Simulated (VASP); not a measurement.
Wanted: the native input for a VASP 6.6.1 run.

| Item | Value |
| --- | --- |
| Task | single point |
| Functional | r2SCAN |
| Potentials or basis | VASP PAW PBE potentials, release 64 (Ti_sv, O) |
| Cutoff | 520 eV |
| k mesh | 6 × 6 × 10 |
| Occupations | gaussian, width 0.05 eV |
| Spin | no spin polarisation |
| Dipole correction | no |
| Further INCAR settings | ALGO = Normal; EDIFF = 1e-06; NBANDS = 33 |

TiO2:

```
CELL_PARAMETERS angstrom
4.59675 0.00000 0.00000
0.00000 4.59675 0.00000
0.00000 0.00000 2.95367
ATOMIC_POSITIONS crystal
Ti 0.00000 0.00000 0.94922
Ti 0.50000 0.50000 0.50000
O 0.30461 0.30461 0.00000
O 0.19539 0.80461 0.50000
O 0.69539 0.69539 0.00000
O 0.80461 0.19539 0.50000
```

This cell differs from its parent crystal: atom 1 (Ti) moved -0.150 Å along Cartesian [0 0 1].

These files were run (other wordings do the same):

POSCAR

```
TiO2
1.0
    4.5967496901      0.0000000000      0.0000000000
    0.0000000000      4.5967496901      0.0000000000
    0.0000000000      0.0000000000      2.9536714147
Ti O
2 4
Direct
    0.0000000000      0.0000000000     -0.0507842542
    0.5000000000      0.5000000000      0.5000000000
    0.3046118010      0.3046118010      0.0000000000
    0.1953881990      0.8046118010      0.5000000000
    0.6953881990      0.6953881990      0.0000000000
    0.8046118010      0.1953881990      0.5000000000
```

INCAR.step1

```
SYSTEM = TiO2
PREC = Accurate
ENCUT = 520
ISMEAR = 0
SIGMA = 0.05
LREAL = .FALSE.
LASPH = .TRUE.
NELM = 60
NBANDS = 33
GGA = PE
ALGO = Normal
EDIFF = 1E-4
LWAVE = .TRUE.
LCHARG = .FALSE.
```

INCAR.step2

```
SYSTEM = TiO2
PREC = Accurate
ENCUT = 520
EDIFF = 1E-6
ISMEAR = 0
SIGMA = 0.05
LREAL = .FALSE.
LASPH = .TRUE.
NELM = 60
ALGO = Normal
ISIF = 2
LWAVE = .FALSE.
LCHARG = .FALSE.
METAGGA = R2SCAN
LMIXTAU = .TRUE.
NBANDS = 33
ISTART = 1
```

KPOINTS

```
Automatic mesh
0
G
  6 6 10
  0 0 0
```

Potentials or basis: VASP PAW PBE potentials, release 64 (Ti_sv, O).

Command:

```console
$ cat potpaw_PBE.64/Ti_sv/POTCAR potpaw_PBE.64/O/POTCAR > POTCAR
$ cp INCAR.step1 INCAR
$ mpirun -np 1 vasp_std > vasp.out
$ cp INCAR.step2 INCAR
$ mpirun -np 1 vasp_std > vasp.out
```

It gave:

```json
{
 "Pressure": "3.0 GPa",
 "Largest force": "0.700 eV/Å",
 "Band gap on the k mesh": "2.35 eV (least direct gap 2.44 eV)"
}
```

Caveat: the cell differs from its parent crystal (atom 1 (Ti) moved -0.150 Å along Cartesian [0 0 1]); the PAW data sets were made with another functional, which shifts forces and pressure a little.

Run time: 4.6 min on 1 thread of Intel(R) Xeon(R) 6975P-C (Granite Rapids) (shared host), peak memory 0.26 GiB.
